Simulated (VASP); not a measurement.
# AlOs (Pm-3m) in VASP: a series of runs

The runs below take AlOs through relaxation of cell and atoms, with LDA.

All numbers are computed with VASP 6.6.1; they aren't measurements. Logs are shortened: lines on timing, memory, paths and dates and some standing lists are left out, and cuts for length are marked.

### Step 1. The cell of the first run

It takes space group Pm-3m (No. 221, cubic). Conventional cell: a = 2.998 Å, b = 2.998 Å, c = 2.998 Å, α = 90.00°, β = 90.00°, γ = 90.00°. Within 3.4 Å of Al (site symmetry m-3m) lie 8 Os at 2.60 Å and 6 Al at 3.00 Å. Within 3.4 Å of Os (site symmetry m-3m) lie 8 Al at 2.60 Å and 6 Os at 3.00 Å.

### Step 2. Relaxation of cell and atoms, LDA, target pressure -2 GPa, at which the enthalpy is minimised

Input file INCAR:

```
SYSTEM = AlOs
PREC = Accurate ; ENCUT = 600
EDIFF = 1E-7 ; ISMEAR = 1
SIGMA = 0.15 ; LREAL = .FALSE.
LASPH = .TRUE. ; NELM = 120
ALGO = Normal ; ISIF = 3
LWAVE = .FALSE. ; LCHARG = .FALSE.
IBRION = 2 ; NSW = 80
EDIFFG = -0.005 ; PSTRESS = -20.0
GGA_COMPAT = .FALSE. ; NELMIN = 4
```

Input file KPOINTS:

```
regular mesh
0
G
  10 10 10
  0 0 0
```

Input file POSCAR:

```
AlOs
1.0
    2.9979119800      0.0000000000      0.0000000000
    0.0000000000      2.9979119800      0.0000000000
    0.0000000000      0.0000000000      2.9979119800
Al Os
1 1
Direct
    0.0000000000      0.0000000000      0.0000000000
    0.5000000000      0.5000000000      0.5000000000
```

Potentials or basis: VASP PAW LDA potentials, release 64 (Al, Os).

Started as:

```console
cat potpaw_LDA.64/Al/POTCAR potpaw_LDA.64/Os/POTCAR > POTCAR
mpirun -np 1 vasp_std > vasp.out
```

OUTCAR:

```text
SYSTEM = AlOs
   PREC = Accurate
   ENCUT = 600
   EDIFF = 1E-7
   ISMEAR = 1
   LREAL = .FALSE.
   LASPH = .TRUE.
   NELM = 120
   ISIF = 3
   IBRION = 2
   NSW = 80
   EDIFFG = -0.005
   PSTRESS = -20.0
   NELMIN = 4

 ion  position               nearest neighbor table
   1  0.000  0.000  0.000-   2 2.60   2 2.60   2 2.60   2 2.60   2 2.60   2 2.60   2 2.60   2 2.60

   2  0.500  0.500  0.500-   1 2.60   1 2.60   1 2.60   1 2.60   1 2.60   1 2.60   1 2.60   1 2.60

  LATTYP: Found a simple cubic cell.
 ALAT       =     2.9979119800

  Lattice vectors:

 A1 = (   2.9979119800,   0.0000000000,   0.0000000000)
 A2 = (   0.0000000000,   2.9979119800,   0.0000000000)
 A3 = (   0.0000000000,   0.0000000000,   2.9979119800)

Analysis of symmetry for initial positions (statically):
=====================================================================
 Subroutine PRICEL returns:
 Original cell was already a primitive cell.

 Routine SETGRP: Setting up the symmetry group for a
 simple cubic supercell.

 Subroutine GETGRP returns: Found 48 space group operations
 (whereof 48 operations were pure point group operations)
 out of a pool of 48 trial point group operations.

The static configuration has the point symmetry O_h .

Analysis of symmetry for dynamics (positions and initial velocities):
=====================================================================
 Subroutine PRICEL returns:
 Original cell was already a primitive cell.

 Routine SETGRP: Setting up the symmetry group for a
 simple cubic supercell.

 Subroutine GETGRP returns: Found 48 space group operations
 (whereof 48 operations were pure point group operations)
 out of a pool of 48 trial point group operations.

The dynamic configuration has the point symmetry O_h .

 Subroutine INISYM returns: Found 48 space group operations
 (whereof 48 operations are pure point group operations),
 and found     1 'primitive' translations

----------------------------------------------------------------------------------------

                                     Primitive cell

  volume of cell :      26.9437

  direct lattice vectors                    reciprocal lattice vectors
     2.997911980  0.000000000  0.000000000     0.333565497  0.000000000  0.000000000
     0.000000000  2.997911980  0.000000000     0.000000000  0.333565497  0.000000000
     0.000000000  0.000000000  2.997911980     0.000000000  0.000000000  0.333565497

  length of vectors
     2.997911980  2.997911980  2.997911980     0.333565497  0.333565497  0.333565497

  position of ions in fractional coordinates (direct lattice)
     0.000000000  0.000000000  0.000000000
     0.500000000  0.500000000  0.500000000

  ion indices of the primitive-cell ions
   primitive index   ion index
                 1           1
                 2           2

----------------------------------------------------------------------------------------

 KPOINTS: regular mesh

Automatic generation of k-mesh.
 Grid dimensions read from file:
 generate k-points for:   10   10   10

 Generating k-lattice:

  Cartesian coordinates                     Fractional coordinates (reciprocal lattice)
     0.033356550  0.000000000  0.000000000     0.100000000  0.000000000  0.000000000
     0.000000000  0.033356550  0.000000000     0.000000000  0.100000000  0.000000000
     0.000000000  0.000000000  0.033356550     0.000000000  0.000000000  0.100000000

  Length of vectors
     0.033356550  0.033356550  0.033356550

  Shift w.r.t. Gamma in fractional coordinates (k-lattice)
     0.000000000  0.000000000  0.000000000

 Subroutine IBZKPT returns following result:
 ===========================================

 Found     56 irreducible k-points:

 Following reciprocal coordinates:
            Coordinates               Weight
  0.000000  0.000000  0.000000      1.000000
  0.100000  0.000000  0.000000      6.000000
  0.200000  0.000000  0.000000      6.000000
  0.300000  0.000000  0.000000      6.000000
  0.400000  0.000000  0.000000      6.000000
  0.500000  0.000000  0.000000      3.000000
[... 16 lines left out ...]
  0.200000  0.100000  0.100000     24.000000
  0.300000  0.100000  0.100000     24.000000
 [... further k-points ...]
   k-points           NKPTS =     56   k-points in BZ     NKDIM =     56   number of bands    NBANDS=      9
   number of dos      NEDOS =    301   number of ions     NIONS =      2
   total plane-waves  NPLWV =  13824
   dimension x,y,z NGX =    24 NGY =   24 NGZ =   24
   dimension x,y,z NGXF=    48 NGYF=   48 NGZF=   48
   ions per type =               1   1
   NGX,Y,Z   is equivalent  to a cutoff of  13.31, 13.31, 13.31 a.u.
   NGXF,Y,Z  is equivalent  to a cutoff of  26.62, 26.62, 26.62 a.u.
 SYSTEM =  AlOs
   PREC   = accura    normal or accurate (medium, high low for compatibility)
   ISTART =      0    job   : 0-new  1-cont  2-samecut
   ICHARG =      2    charge: 1-file 2-atom 10-const
   ISPIN  =      1    spin polarized calculation?
   LNONCOLLINEAR =      F non collinear calculations
   LSORBIT =      F    spin-orbit coupling
   LASPH  =      T    aspherical Exc in radial PAW
   ENCUT  =  600.0 eV  44.10 Ry    6.64 a.u.   5.99  5.99  5.99*2*pi/ulx,y,z
   NELM   =    120;   NELMIN=  4; NELMDL= -5     # of ELM steps
   EDIFF  = 0.1E-06   stopping-criterion for ELM
   LREAL  =      F    real-space projection
   EDIFFG = -.5E-02   stopping-criterion for IOM
   NSW    =     80    number of steps for IOM
   IBRION =      2    ionic relax: 0-MD 1-quasi-New 2-CG
   NFREE  =      1    steps in history (QN), initial steepest desc. (CG)
   ISIF   =      3    stress and relaxation
   ISYM   =      2    0-nonsym 1-usesym 2-fastsym
   POTIM  = 0.5000    time-step for ionic-motion
   TEBEG  =    0.0;   TEEND  =   0.0 temperature during run
   PSTRESS=  -20.0 pullay stress
   NELECT =      11.0000    total number of electrons
   NUPDOWN=      -1.0000    fix difference up-down
   EMIN   =  10.00;   EMAX   =-10.00  energy-range for DOS
   EFERMI =   0.00;   METHOD = LEGACY
   ISMEAR =     1;   SIGMA  =   0.15  broadening in eV -4-tet -1-fermi 0-gaus
   EFERMI_NEDOS =   21; number of points for ismear=-14 and -15
   IALGO  =     38    algorithm
   IMIX   =      4    mixing-type and parameters
     AMIX     =   0.40;   BMIX     =  1.00
     AMIX_MAG =   1.60;   BMIX_MAG =  1.00
  volume/ion in A,a.u.               =      13.47        90.91
  Fermi-wavevector in a.u.,A,eV,Ry     =   1.214470  2.295016 20.067747  1.474938
  Thomas-Fermi vector in A             =   2.349889
   LORBIT       =      0    0 simple, 1 ext, 2 COOP (PROOUT), +10 PAW based schemes
   GGA     = CA    functional components
   LHFCALC =     F    Hartree Fock is set to
   AEXX    =    0.0000 exact exchange contribution
   IVDW    =     0    specifies the selected vdW correction
   LEPSILON=     F    determine dielectric tensor
   LRPA    =     F    only Hartree local field effects (RPA)
 conjugate gradient relaxation of ions
 non-spin polarized calculation
 Methfessel and Paxton  Order N= 1 SIGMA  =   0.15
  energy-cutoff  :      600.00
  volume of cell :       26.94
 maximum number of plane-waves:       916
 NGX is ok and might be reduce to    24
   NGX = 11   NGY = 11   NGZ = 11

--------------------------------------- Ionic step        1  -------------------------------------------

 number of electron      11.0000001 magnetization

 Free energy of the ion-electron system (eV)
  ---------------------------------------------------
  ext. energy  EPLUGINS =         0.00000000
  ---------------------------------------------------
  free energy    TOTEN  =       -17.65005481 eV

  energy without entropy =      -17.64984288  energy(sigma->0) =      -17.64998417

------------------------ aborting loop because EDIFF is reached ----------------------------------------

  FORCE on cell =-STRESS in cart. coord.  units (eV):
  Direction    XX          YY          ZZ          XY          YZ          ZX
  --------------------------------------------------------------------------------------
  -------------------------------------------------------------------------------------
  Total       -0.9169914     -0.9169914     -0.9169914     -0.0000000      0.0000000      0.0000000
  in kB      -54.5279535    -54.5279535    -54.5279535     -0.0000000      0.0000000      0.0000000
  external PRESSURE =     -34.5279535 kB  Pullay stress =     -20.0000000 kB
[... 61 lines left out ...]
  enthalpy is  TOTEN    =       -17.9727305715 eV   P V=       -0.3224027175

--------------------------------------- Ionic step        3  -------------------------------------------

 number of electron      11.0000002 magnetization

 Free energy of the ion-electron system (eV)
  ---------------------------------------------------
  ext. energy  EPLUGINS =         0.00000000
  ---------------------------------------------------
  free energy    TOTEN  =       -17.65868178 eV

  energy without entropy =      -17.65847006  energy(sigma->0) =      -17.65861121

 E-fermi :   9.0650     XC(G=0): -12.8483

 val. band max:        9.0397037406   @ k =   0.4000   0.4000   0.2000
 cond. band min:       9.0677292810   @ k =   0.1000   0.1000   0.0000
 fundamental gap:      0.0280255404
 Fermi energy:         9.0650051249

 k-point     1 :       0.0000    0.0000    0.0000
  band No.  band energies     occupation
      1      -1.9354      2.00000
      2       4.7670      2.00000
      3       4.7670      2.00000
      4       9.4452     -0.00198
      5       9.4452     -0.00198
      6       9.4452     -0.00198
      7      14.7015      0.00000
      8      14.7015      0.00000
      9      14.7015      0.00000
[... 265 lines left out ...]
 k-point    24 :       0.3000    0.1000    0.1000
  band No.  band energies     occupation
      1       0.1738      2.00000
      2       4.8597      2.00000
      3       5.4894      2.00000
      4       7.4386      2.00000
      5       7.6670      2.00000
      6       9.0911      0.71094
      7      12.1183      0.00000
      8      16.6790      0.00000
      9      16.7254      0.00000

 [... further k-points ...]
[... 5 lines left out ...]
  --------------------------------------------------------------------------------------
  -------------------------------------------------------------------------------------
  Total       -0.3374338     -0.3374338     -0.3374338     -0.0000000      0.0000000      0.0000000
  in kB      -20.3422697    -20.3422697    -20.3422697     -0.0000000      0.0000000      0.0000000
  external PRESSURE =      -0.3422697 kB  Pullay stress =     -20.0000000 kB
[... 17 lines left out ...]
  FREE ENERGIE OF THE ION-ELECTRON SYSTEM (eV)
  ---------------------------------------------------
  free  energy   TOTEN  =       -17.6586817842 eV

  energy  without entropy=      -17.6584700621  energy(sigma->0) =      -17.65861121

  enthalpy is  TOTEN    =       -17.9904381104 eV   P V=       -0.3317563262

 reached required accuracy - stopping structural energy minimisation
```

Wall time 29 s (1 thread of Intel Xeon Platinum 8259CL at 2.50GHz (Skylake/Cascade Lake), shared host); peak memory 0.15 GiB.

Results:

```yaml
Free_energy: -17.6587 eV
Relaxed_volume: 13.29 Å³/atom
Relaxed_cell: a = 2.984 Å, b = 2.984 Å, c = 2.984 Å, α = 90.00°, β = 90.00°, γ = 90.00°
Space_group_after_relaxing_to_0.05_Å: Pm-3m (No. 221)
Energy_change_on_relaxing_the_enthalpy_is_what_falls: -4.3 meV/atom
Ionic_steps: 3
Pressure_after_relaxing: -2.0 GPa
```

Step by step:
```
step  energy change (eV)  largest force (eV/Å)  pressure (GPa)  volume (Å³)
   1              0.0000                0.0000           -5.45        26.94
   2             -0.0003                0.0000            5.81        25.83
   3             -0.0086                0.0000           -2.03        26.58
```

Final structure:
```
CELL_PARAMETERS angstrom
2.98424 0.00000 0.00000
0.00000 2.98424 0.00000
0.00000 0.00000 2.98424
ATOMIC_POSITIONS crystal
Al 0.00000 0.00000 0.00000
Os 0.50000 0.50000 0.50000
```

Caveat: the cell is relaxed towards a set pressure, so the enthalpy falls and the energy may rise; spin-orbit coupling is left out, which moves the levels of the heavy elements.

### Step 3. Relaxation of cell and atoms, LDA

Input file INCAR:

```
SYSTEM = AlOs
PREC = Accurate
ENCUT = 600
EDIFF = 1E-7
ISMEAR = 1
SIGMA = 0.15
LREAL = .FALSE.
LASPH = .TRUE.
NELM = 120
ALGO = Normal
ISIF = 3
LWAVE = .FALSE.
LCHARG = .FALSE.
IBRION = 2
NSW = 80
EDIFFG = -0.005
GGA_COMPAT = .FALSE.
NELMIN = 4
```

Input file KPOINTS:

```
Automatic mesh
0
G
  10 10 10
  0 0 0
```

POSCAR is that of step 2.

Potentials or basis: VASP PAW LDA potentials, release 64 (Al, Os).

Started as:

```console
cat potpaw_LDA.64/Al/POTCAR potpaw_LDA.64/Os/POTCAR > POTCAR
mpirun -np 1 vasp_std > vasp.out
```

OUTCAR:

```text
SYSTEM = AlOs
   PREC = Accurate
   ENCUT = 600
   EDIFF = 1E-7
   ISMEAR = 1
   LREAL = .FALSE.
   LASPH = .TRUE.
   NELM = 120
   ISIF = 3
   IBRION = 2
   NSW = 80
   EDIFFG = -0.005
   NELMIN = 4

 ion  position               nearest neighbor table
   1  0.000  0.000  0.000-   2 2.60   2 2.60   2 2.60   2 2.60   2 2.60   2 2.60   2 2.60   2 2.60

   2  0.500  0.500  0.500-   1 2.60   1 2.60   1 2.60   1 2.60   1 2.60   1 2.60   1 2.60   1 2.60

  LATTYP: Found a simple cubic cell.
 ALAT       =     2.9979119800

  Lattice vectors:

 A1 = (   2.9979119800,   0.0000000000,   0.0000000000)
 A2 = (   0.0000000000,   2.9979119800,   0.0000000000)
 A3 = (   0.0000000000,   0.0000000000,   2.9979119800)

Analysis of symmetry for initial positions (statically):
=====================================================================
 Subroutine PRICEL returns:
 Original cell was already a primitive cell.

 Routine SETGRP: Setting up the symmetry group for a
 simple cubic supercell.

 Subroutine GETGRP returns: Found 48 space group operations
 (whereof 48 operations were pure point group operations)
 out of a pool of 48 trial point group operations.

The static configuration has the point symmetry O_h .

Analysis of symmetry for dynamics (positions and initial velocities):
=====================================================================
 Subroutine PRICEL returns:
 Original cell was already a primitive cell.

 Routine SETGRP: Setting up the symmetry group for a
 simple cubic supercell.

 Subroutine GETGRP returns: Found 48 space group operations
 (whereof 48 operations were pure point group operations)
 out of a pool of 48 trial point group operations.

The dynamic configuration has the point symmetry O_h .

 Subroutine INISYM returns: Found 48 space group operations
 (whereof 48 operations are pure point group operations),
 and found     1 'primitive' translations

[... 126 lines left out ...]
 non-spin polarized calculation
 Methfessel and Paxton  Order N= 1 SIGMA  =   0.15
  energy-cutoff  :      600.00
  volume of cell :       26.94
 maximum number of plane-waves:       916
 NGX is ok and might be reduce to    24
   NGX = 11   NGY = 11   NGZ = 11

--------------------------------------- Ionic step        1  -------------------------------------------

 number of electron      11.0000001 magnetization

 Free energy of the ion-electron system (eV)
  ---------------------------------------------------
  ext. energy  EPLUGINS =         0.00000000
  ---------------------------------------------------
  free energy    TOTEN  =       -17.65005481 eV

  energy without entropy =      -17.64984288  energy(sigma->0) =      -17.64998417

------------------------ aborting loop because EDIFF is reached ----------------------------------------

  FORCE on cell =-STRESS in cart. coord.  units (eV):
  Direction    XX          YY          ZZ          XY          YZ          ZX
  --------------------------------------------------------------------------------------
  -------------------------------------------------------------------------------------
  Total       -0.9169914     -0.9169914     -0.9169914     -0.0000000      0.0000000      0.0000000
  in kB      -54.5279535    -54.5279535    -54.5279535     -0.0000000      0.0000000      0.0000000
  external PRESSURE =     -54.5279535 kB  Pullay stress =       0.0000000 kB
[... 95 lines left out ...]
--------------------------------------- Ionic step        4  -------------------------------------------

 number of electron      11.0000002 magnetization

 Free energy of the ion-electron system (eV)
  ---------------------------------------------------
  ext. energy  EPLUGINS =         0.00000000
  ---------------------------------------------------
  free energy    TOTEN  =       -17.65999675 eV

  energy without entropy =      -17.65978578  energy(sigma->0) =      -17.65992643

 E-fermi :   9.1674     XC(G=0): -12.8874

 val. band max:        9.1406832488   @ k =   0.4000   0.4000   0.2000
 cond. band min:       9.1713606240   @ k =   0.1000   0.1000   0.0000
 fundamental gap:      0.0306773752
 Fermi energy:         9.1673717246

 k-point     1 :       0.0000    0.0000    0.0000
  band No.  band energies     occupation
      1      -1.8921      2.00000
      2       4.8187      2.00000
      3       4.8187      2.00000
      4       9.5530     -0.00168
      5       9.5530     -0.00168
      6       9.5530     -0.00168
      7      14.8380      0.00000
      8      14.8380      0.00000
      9      14.8380      0.00000
[... 265 lines left out ...]
 k-point    24 :       0.3000    0.1000    0.1000
  band No.  band energies     occupation
      1       0.2302      2.00000
      2       4.9273      2.00000
      3       5.5503      2.00000
      4       7.5228      2.00000
      5       7.7550      2.00000
      6       9.1938      0.70707
      7      12.2551      0.00000
      8      16.8377      0.00000
      9      16.8682      0.00000

 [... further k-points ...]
[... 5 lines left out ...]
  --------------------------------------------------------------------------------------
  -------------------------------------------------------------------------------------
  Total        0.0033730      0.0033730      0.0033730     -0.0000000      0.0000000     -0.0000000
  in kB        0.2049447      0.2049447      0.2049447     -0.0000000      0.0000000     -0.0000000
  external PRESSURE =       0.2049447 kB  Pullay stress =       0.0000000 kB
[... 17 lines left out ...]
  FREE ENERGIE OF THE ION-ELECTRON SYSTEM (eV)
  ---------------------------------------------------
  free  energy   TOTEN  =       -17.6599967523 eV

  energy  without entropy=      -17.6597857767  energy(sigma->0) =      -17.65992643

 reached required accuracy - stopping structural energy minimisation
```

CONTCAR:

```text
AlOs
   1.00000000000000
     2.9764345176002518   -0.0000000000000000    0.0000000000000000
    -0.0000000000000000    2.9764345176002518   -0.0000000000000000
    -0.0000000000000000    0.0000000000000000    2.9764345176002518
  Al              Os
     1     1
Direct
     0.0000000000000000    0.0000000000000000    0.0000000000000000
     0.5000000000000000    0.5000000000000000    0.5000000000000000

  0.00000000E+00  0.00000000E+00  0.00000000E+00
  0.00000000E+00  0.00000000E+00  0.00000000E+00
```

Wall time 38 s (1 thread of Intel Xeon Platinum 8259CL at 2.50GHz (Skylake/Cascade Lake), shared host); peak memory 0.15 GiB.

Results:

```
Free energy                            : -17.6600 eV
Relaxed volume                         : 13.18 Å³/atom
Relaxed cell                           : a = 2.976 Å, b = 2.976 Å, c = 2.976 Å, α = 90.00°, β = 90.00°, γ = 90.00°
Space group after relaxing (to 0.05 Å) : Pm-3m (No. 221)
Energy gained by relaxing              : 5.0 meV/atom
Ionic steps                            : 4
Pressure after relaxing                : 0.0 GPa
```

Step by step:
```csv
step,energy change (eV),largest force (eV/Å),pressure (GPa),volume (Å³)
1,0.0000,0.0000,-5.45,26.94
2,0.0374,0.0000,13.44,25.20
3,-0.0099,0.0000,-0.09,26.38
4,-0.0099,0.0000,0.02,26.37
```

Final structure:
```
Al Os
1.0
     2.97643    0.00000    0.00000
     0.00000    2.97643    0.00000
     0.00000    0.00000    2.97643
Al Os
1 1
Cartesian
  0.0000 0.0000 0.0000
  1.4882 1.4882 1.4882
```

Levels at points of the mesh, in eV from the Fermi level:
```csv
k point,band 3,band 4,band 5,band 6,band 7,band 8,band 9
"(0.00, 0.00, 0.00)",-4.35,0.39,0.39,0.39,5.67,5.67,5.67
"(0.50, 0.00, 0.00)",-3.43,-1.92,-1.92,0.74,2.62,7.09,10.64
"(0.50, 0.50, 0.00)",-1.85,-1.85,-1.38,-1.38,2.18,4.54,7.46
"(0.50, 0.50, 0.50)",-5.38,2.24,2.31,2.31,3.60,3.60,3.60
```

Caveat: spin-orbit coupling is left out, which moves the levels of the heavy elements.

[end of part 1 of 2]
